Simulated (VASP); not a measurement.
# Al7Cu (Fm-3m) in VASP: notebook

Al7Cu is run at these levels: PBE; tasks: single point.

Program: VASP 6.6.1. These are calculated values, not measurements. Logs are shortened: lines on timing, memory, paths and dates and some standing lists are left out, and cuts for length are marked.

## Step 1: The cell of the first run

The structure is cubic, space group Fm-3m (No. 225). The conventional cell has a = 7.960 Å, b = 7.960 Å, c = 7.960 Å, α = 90.00°, β = 90.00°, γ = 90.00°. Al (site symmetry mmm) has 10 Al at 2.81 Å and 2 Cu at 2.81 Å within 3.7 Å. Al (site symmetry m-3m) has 12 Al at 2.81 Å within 3.7 Å. Within 3.7 Å of Cu (site symmetry m-3m) lie 12 Al at 2.81 Å.

## Step 2: Single point, PBE

Contents of INCAR:

```
PREC = Accurate
ENCUT = 520
EDIFF = 1E-7
ISMEAR = 0
SIGMA = 0.1
LREAL = False
LASPH = True
NELM = 80
ALGO = Normal
ISIF = 2
LWAVE = False
LCHARG = True
GGA = PE
LELF = True
LVHAR = True
NBANDS = 26
```

Contents of KPOINTS:

```
Automatic mesh
0
Gamma
  4 4 4
```

Contents of POSCAR:

```
Al7Cu
1.0
    0.0000000000      3.9797636000      3.9797636000
    3.9797636000      0.0000000000      3.9797636000
    3.9797636000      3.9797636000      0.0000000000
Al Cu
7 1
Direct
    0.5000000000      0.0000000000      0.0000000000
    0.0000000000      0.5000000000      0.5000000000
    0.0000000000      0.5000000000      0.0000000000
    0.5000000000      0.0000000000      0.5000000000
    0.0000000000      0.0000000000      0.5000000000
    0.5000000000      0.5000000000      0.0000000000
    0.0000000000      0.0000000000      0.0000000000
    0.5000000000      0.5000000000      0.5000000000
```

Potentials or basis: VASP PAW PBE potentials, release 64 (Al, Cu).

Started as:

```console
cat potpaw_PBE.64/Al/POTCAR potpaw_PBE.64/Cu/POTCAR > POTCAR
mpirun -np 1 vasp_std > vasp.out
```

OUTCAR:

```text
PREC = Accurate
   ENCUT = 520
   EDIFF = 1E-7
   ISMEAR = 0
   LREAL = False
   LASPH = True
   NELM = 80
   ISIF = 2
   GGA = PE

 ion  position               nearest neighbor table
   1  0.500  0.000  0.000-   4 2.81   6 2.81   7 2.81   4 2.81   5 2.81   8 2.81   3 2.81   6 2.81
                             8 2.81   3 2.81   5 2.81   7 2.81
   2  0.000  0.500  0.500-   3 2.81   5 2.81   8 2.81   3 2.81   6 2.81   7 2.81   4 2.81   5 2.81
                             7 2.81   4 2.81   6 2.81   8 2.81
   3  0.000  0.500  0.000-   2 2.81   6 2.81   7 2.81   2 2.81   5 2.81   8 2.81   1 2.81   5 2.81
                             7 2.81   1 2.81   6 2.81   8 2.81
   4  0.500  0.000  0.500-   1 2.81   5 2.81   8 2.81   1 2.81   6 2.81   7 2.81   2 2.81   6 2.81
                             8 2.81   2 2.81   5 2.81   7 2.81
   5  0.000  0.000  0.500-   2 2.81   4 2.81   7 2.81   1 2.81   3 2.81   7 2.81   2 2.81   3 2.81
                             8 2.81   1 2.81   4 2.81   8 2.81
   6  0.500  0.500  0.000-   1 2.81   3 2.81   8 2.81   2 2.81   4 2.81   8 2.81   1 2.81   4 2.81
                             7 2.81   2 2.81   3 2.81   7 2.81
   7  0.000  0.000  0.000-   1 2.81   3 2.81   5 2.81   2 2.81   4 2.81   5 2.81   2 2.81   3 2.81
                             6 2.81   1 2.81   4 2.81   6 2.81
   8  0.500  0.500  0.500-   2 2.81   4 2.81   6 2.81   1 2.81   3 2.81   6 2.81   1 2.81   4 2.81
                             5 2.81   2 2.81   3 2.81   5 2.81

  LATTYP: Found a face centered cubic cell.
 ALAT       =     7.9595272000

  Lattice vectors:

 A1 = (   0.0000000000,   3.9797636000,   3.9797636000)
 A2 = (   3.9797636000,   0.0000000000,   3.9797636000)
 A3 = (   3.9797636000,   3.9797636000,   0.0000000000)

Analysis of symmetry for initial positions (statically):
=====================================================================
 Subroutine PRICEL returns:
 Original cell was already a primitive cell.

 Routine SETGRP: Setting up the symmetry group for a
 face centered cubic supercell.

 Subroutine GETGRP returns: Found 48 space group operations
 (whereof 48 operations were pure point group operations)
 out of a pool of 48 trial point group operations.

The static configuration has the point symmetry O_h .

Analysis of symmetry for dynamics (positions and initial velocities):
=====================================================================
 Subroutine PRICEL returns:
 Original cell was already a primitive cell.

 Routine SETGRP: Setting up the symmetry group for a
 face centered cubic supercell.

 Subroutine GETGRP returns: Found 48 space group operations
 (whereof 48 operations were pure point group operations)
 out of a pool of 48 trial point group operations.

The dynamic configuration has the point symmetry O_h .

 Subroutine INISYM returns: Found 48 space group operations
 (whereof 48 operations are pure point group operations),
 and found     1 'primitive' translations

----------------------------------------------------------------------------------------

                                     Primitive cell

  volume of cell :     126.0671

  direct lattice vectors                    reciprocal lattice vectors
     0.000000000  3.979763600  3.979763600    -0.125635603  0.125635603  0.125635603
     3.979763600  0.000000000  3.979763600     0.125635603 -0.125635603  0.125635603
     3.979763600  3.979763600  0.000000000     0.125635603  0.125635603 -0.125635603

  length of vectors
     5.628235658  5.628235658  5.628235658     0.217607248  0.217607248  0.217607248

  position of ions in fractional coordinates (direct lattice)
     0.500000000  0.000000000  0.000000000
     0.000000000  0.500000000  0.500000000
     0.000000000  0.500000000  0.000000000
     0.500000000  0.000000000  0.500000000
     0.000000000  0.000000000  0.500000000
     0.500000000  0.500000000  0.000000000
     0.000000000  0.000000000  0.000000000
     0.500000000  0.500000000  0.500000000

  ion indices of the primitive-cell ions
   primitive index   ion index
                 1           1
                 2           2
                 3           3
                 4           4
                 5           5
                 6           6
                 7           7
                 8           8

----------------------------------------------------------------------------------------

 KPOINTS: Automatic mesh

Automatic generation of k-mesh.
 Grid dimensions read from file:
 generate k-points for:    4    4    4

 Generating k-lattice:

  Cartesian coordinates                     Fractional coordinates (reciprocal lattice)
    -0.031408901  0.031408901  0.031408901     0.250000000  0.000000000  0.000000000
     0.031408901 -0.031408901  0.031408901     0.000000000  0.250000000  0.000000000
     0.031408901  0.031408901 -0.031408901     0.000000000  0.000000000  0.250000000

  Length of vectors
     0.054401812  0.054401812  0.054401812

  Shift w.r.t. Gamma in fractional coordinates (k-lattice)
     0.000000000  0.000000000  0.000000000

 Subroutine IBZKPT returns following result:
 ===========================================

 Found      8 irreducible k-points:

 Following reciprocal coordinates:
            Coordinates               Weight
  0.000000  0.000000  0.000000      1.000000
  0.250000  0.000000  0.000000      8.000000
  0.500000  0.000000  0.000000      4.000000
  0.250000  0.250000  0.000000      6.000000
  0.500000  0.250000  0.000000     24.000000
 -0.250000  0.250000  0.000000     12.000000
  0.500000  0.500000  0.000000      3.000000
 -0.250000  0.500000  0.250000      6.000000
   k-points           NKPTS =      8   k-points in BZ     NKDIM =      8   number of bands    NBANDS=     26
   number of dos      NEDOS =    301   number of ions     NIONS =      8
   total plane-waves  NPLWV =  74088
   dimension x,y,z NGX =    42 NGY =   42 NGZ =   42
   dimension x,y,z NGXF=    84 NGYF=   84 NGZF=   84
   ions per type =               7   1
   NGX,Y,Z   is equivalent  to a cutoff of  12.41, 12.41, 12.41 a.u.
   NGXF,Y,Z  is equivalent  to a cutoff of  24.81, 24.81, 24.81 a.u.
 SYSTEM =  unknown system
   PREC   = accura    normal or accurate (medium, high low for compatibility)
   ISTART =      0    job   : 0-new  1-cont  2-samecut
   ICHARG =      2    charge: 1-file 2-atom 10-const
   ISPIN  =      1    spin polarized calculation?
   LNONCOLLINEAR =      F non collinear calculations
   LSORBIT =      F    spin-orbit coupling
   LASPH  =      T    aspherical Exc in radial PAW
   ENCUT  =  520.0 eV  38.22 Ry    6.18 a.u.  10.46 10.46 10.46*2*pi/ulx,y,z
   NELM   =     80;   NELMIN=  2; NELMDL= -5     # of ELM steps
   EDIFF  = 0.1E-06   stopping-criterion for ELM
   LREAL  =      F    real-space projection
   EDIFFG = 0.1E-05   stopping-criterion for IOM
   NSW    =      0    number of steps for IOM
   IBRION =     -1    ionic relax: 0-MD 1-quasi-New 2-CG
   NFREE  =      0    steps in history (QN), initial steepest desc. (CG)
   ISIF   =      2    stress and relaxation
   ISYM   =      2    0-nonsym 1-usesym 2-fastsym
   POTIM  = 0.5000    time-step for ionic-motion
   TEBEG  =    0.0;   TEEND  =   0.0 temperature during run
   PSTRESS=    0.0 pullay stress
   NELECT =      32.0000    total number of electrons
   NUPDOWN=      -1.0000    fix difference up-down
   EMIN   =  10.00;   EMAX   =-10.00  energy-range for DOS
   EFERMI =   0.00;   METHOD = LEGACY
   ISMEAR =     0;   SIGMA  =   0.10  broadening in eV -4-tet -1-fermi 0-gaus
   EFERMI_NEDOS =   21; number of points for ismear=-14 and -15
   IALGO  =     38    algorithm
   IMIX   =      4    mixing-type and parameters
     AMIX     =   0.40;   BMIX     =  1.00
     AMIX_MAG =   1.60;   BMIX_MAG =  1.00
  volume/ion in A,a.u.               =      15.76       106.34
  Fermi-wavevector in a.u.,A,eV,Ry     =   1.036551  1.958798 14.618630  1.074439
  Thomas-Fermi vector in A             =   2.170948
   LORBIT       =      0    0 simple, 1 ext, 2 COOP (PROOUT), +10 PAW based schemes
   GGA     = PE    functional components
   LHFCALC =     F    Hartree Fock is set to
   AEXX    =    0.0000 exact exchange contribution
   IVDW    =     0    specifies the selected vdW correction
   LEPSILON=     F    determine dielectric tensor
   LRPA    =     F    only Hartree local field effects (RPA)
 non-spin polarized calculation
 Gauss-broadening in eV      SIGMA  =   0.10
  energy-cutoff  :      520.00
  volume of cell :      126.07
 maximum number of plane-waves:      3479
 NGX is ok and might be reduce to    42
   NGX = 21   NGY = 21   NGZ = 21

 number of electron      32.0000013 magnetization

 Free energy of the ion-electron system (eV)
  ---------------------------------------------------
  ext. energy  EPLUGINS =         0.00000000
  ---------------------------------------------------
  free energy    TOTEN  =       -29.84776663 eV

  energy without entropy =      -29.81887906  energy(sigma->0) =      -29.83332284

 E-fermi :   7.8869     XC(G=0): -10.4696

 val. band max:        7.8291950497   @ k =   0.5000   0.0000   0.0000
 cond. band min:       7.9435564678   @ k =   0.5000   0.0000   0.0000
 fundamental gap:      0.1143614181
 Fermi energy:         7.8868582287

 k-point     1 :       0.0000    0.0000    0.0000
  band No.  band energies     occupation
      1      -3.0244      2.00000
      2       3.2227      2.00000
      3       3.2227      2.00000
      4       3.2227      2.00000
      5       3.3626      2.00000
      6       3.7540      2.00000
[... 18 lines left out ...]
     25      14.2110      0.00000
     26      14.2110      0.00000

 k-point     2 :       0.2500    0.0000    0.0000
  band No.  band energies     occupation
      1      -2.5889      2.00000
      2       0.8223      2.00000
      3       2.8669      2.00000
      4       2.8669      2.00000
      5       3.0272      2.00000
      6       3.8382      2.00000
[... 18 lines left out ...]
     25      14.8925      0.00000
[... 144 lines left out ...]
     25      11.3872      0.00000
     26      11.3872      0.00000

 k-point     8 :      -0.2500    0.5000    0.2500
  band No.  band energies     occupation
      1      -0.3368      2.00000
      2      -0.2617      2.00000
      3      -0.2617      2.00000
      4       0.3517      2.00000
      5       3.7383      2.00000
      6       3.7383      2.00000
[... 18 lines left out ...]
     25      12.7547      0.00000
     26      13.4478      0.00000

------------------------ aborting loop because EDIFF is reached ----------------------------------------

  FORCE on cell =-STRESS in cart. coord.  units (eV):
  Direction    XX          YY          ZZ          XY          YZ          ZX
  --------------------------------------------------------------------------------------
  -------------------------------------------------------------------------------------
  Total       -0.2127430     -0.2127430     -0.2127430     -0.0000000      0.0000000     -0.0000000
  in kB       -2.7037342     -2.7037342     -2.7037342     -0.0000000      0.0000000     -0.0000000
  external PRESSURE =      -2.7037342 kB  Pullay stress =       0.0000000 kB

 VOLUME and BASIS-vectors are now :
 -----------------------------------------------------------------------------
  energy-cutoff  :      520.00
  volume of cell :      126.07
      direct lattice vectors                 reciprocal lattice vectors
     0.000000000  3.979763600  3.979763600    -0.125635603  0.125635603  0.125635603
     3.979763600  0.000000000  3.979763600     0.125635603 -0.125635603  0.125635603
     3.979763600  3.979763600  0.000000000     0.125635603  0.125635603 -0.125635603

 POSITION                                       TOTAL-FORCE (eV/Angst)
 -----------------------------------------------------------------------------------
      0.00000      1.98988      1.98988         0.000000     -0.000000      0.000000
      3.97976      1.98988      1.98988        -0.000000      0.000000      0.000000
      1.98988      0.00000      1.98988         0.000000      0.000000      0.000000
      1.98988      3.97976      1.98988         0.000000      0.000000      0.000000
      1.98988      1.98988      0.00000         0.000000     -0.000000      0.000000
      1.98988      1.98988      3.97976        -0.000000      0.000000      0.000000
      0.00000      0.00000      0.00000         0.000000      0.000000      0.000000
      3.97976      3.97976      3.97976         0.000000      0.000000     -0.000000
 -----------------------------------------------------------------------------------
    total drift:                               -0.000000     -0.000000      0.000000

  FREE ENERGIE OF THE ION-ELECTRON SYSTEM (eV)
  ---------------------------------------------------
  free  energy   TOTEN  =       -29.8477666324 eV

  energy  without entropy=      -29.8188790568  energy(sigma->0) =      -29.83332284
```

Wall time 30 s (1 thread of AMD EPYC 9R45 (Zen 5), shared host); peak memory 0.22 GiB.

What came out:

- Free energy: -29.8478 eV
- Pressure: -0.3 GPa
- Band gap on the k mesh: zero (band 16 reaches 8.49 eV, above the bottom of band 17 at 5.57 eV)

## Step 3: Single point, PBE

Contents of INCAR:

```
ALGO     = Normal         # electronic algorithm
EDIFF    = 1E-6           # SCF threshold, eV
ENCUT    = 520            # plane-wave cutoff, eV
GGA      = PE             # functional
ISIF     = 2              # what is computed and relaxed
ISMEAR   = 0              # smearing method
LASPH    = T              # aspherical terms in the spheres
LCHARG   = F              # write CHGCAR
LREAL    = F              # projectors in reciprocal space
LWAVE    = F              # write WAVECAR
NBANDS   = 26             # bands
NELM     = 100            # most SCF steps
PREC     = Accurate       # precision mode
SIGMA    = 0.2            # smearing width, eV
```

Contents of KPOINTS:

```
k-points
0
Gamma
  6 6 6
```

Contents of POSCAR:

```
Al7Cu
1.0
    0.0000000000      3.9797636000      3.9797636000
    3.9797636000      0.0000000000      3.9797636000
    3.9797636000      3.9797636000      0.0000000000
Al Cu
7 1
Direct
    0.5000000000      1.0000000000      0.0000000000
    1.0000000000      0.5000000000      0.5000000000
    1.0000000000      0.5000000000      0.0000000000
    0.5000000000      0.0000000000      0.5000000000
    1.0000000000      0.0000000000      0.5000000000
    0.5000000000      0.5000000000      0.0000000000
    0.0000000000      0.0000000000      0.0000000000
    0.5000000000      0.5000000000      0.5000000000
```

Potentials or basis: VASP PAW PBE potentials, release 64 (Al, Cu).

Started as:

```console
cat potpaw_PBE.64/Al/POTCAR potpaw_PBE.64/Cu/POTCAR > POTCAR
mpirun -np 1 vasp_std > vasp.out
```

Wall time 43 s (1 thread of AMD EPYC 9R45 (Zen 5), shared host); peak memory 0.23 GiB.

It converged, with:

| Item | Value |
| --- | --- |
| Free energy | -30.0748 eV |
| Pressure | -0.2 GPa |
| Band gap on the k mesh | zero (band 16 reaches 8.85 eV, above the bottom of band 17 at 5.57 eV) |

Levels at points of the mesh, in eV from the Fermi level:
```
           k point  band 13  band 14  band 15  band 16  band 17  band 18  band 19  band 20
(0.00, 0.00, 0.00)    -2.57    -2.57    -2.50    -2.50    -2.50    -0.74    -0.52    -0.52
(0.50, 0.00, 0.00)    -2.98    -0.41    -0.41    -0.25    -0.13     0.33     0.33     3.70
(0.50, 0.50, 0.00)    -0.41    -0.25    -0.25     0.35     1.19     1.33     1.52     2.21
```

(Part 1 of 2 ends here.)
